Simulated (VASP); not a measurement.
Set up this calculation in VASP 6.6.1, as the native input.

| Quantity | Value |
| --- | --- |
| Task | single point |
| Functional | PBE |
| Potentials or basis | VASP PAW PBE potentials, release 64 (Rh_pv) |
| Cutoff | 520 eV |
| k mesh | 8 × 8 × 11 |
| Occupations | fermi-dirac, width 0.08 eV |
| Spin | no spin polarisation |
| Dipole correction | no |
| Further INCAR settings | ALGO = Normal; EDIFF = 1e-06; NBANDS = 30 |

The structure of Rh lies in POSCAR:

```
Rh
1.0
    4.0092286748      0.0000000000      0.0000000000
   -2.0046143374      3.4720938819      0.0000000000
    0.0000000000      0.0000000000      2.4297879265
Rh
3
Direct
    0.0000000000      0.0000000000      0.0000000000
    0.3333333333      0.6666666667      0.5000000000
    0.6666666667      0.3333333333      0.5000000000
```

This cell differs from its parent crystal: volume scaled by 0.78.

The input as run:

INCAR

```
SYSTEM = Rh
  PREC = Accurate
  ENCUT = 520
  EDIFF = 1E-6
  ISMEAR = -1
  SIGMA = 0.08
  LREAL = .FALSE.
  LASPH = .TRUE.
  NELM = 80
  ALGO = Normal
  ISIF = 2
  LWAVE = .FALSE.
  LCHARG = .TRUE.
  GGA = PE
  LELF = .TRUE.
  LVHAR = .TRUE.
  NBANDS = 30
```

KPOINTS

```
regular mesh
0
G
  8 8 11
  0 0 0
```

Potentials or basis: VASP PAW PBE potentials, release 64 (Rh_pv).

Run with:

```sh
$ cat potpaw_PBE.64/Rh_pv/POTCAR > POTCAR
$ mpirun -np 1 vasp_std > vasp.out
```

Results of the run:

* Pressure: 111.5 GPa

It took 50 s on 1 thread of Intel(R) Xeon(R) Platinum 8259CL CPU @ 2.50GHz (Skylake/Cascade Lake), with other jobs on the host, peak memory 0.17 GiB.
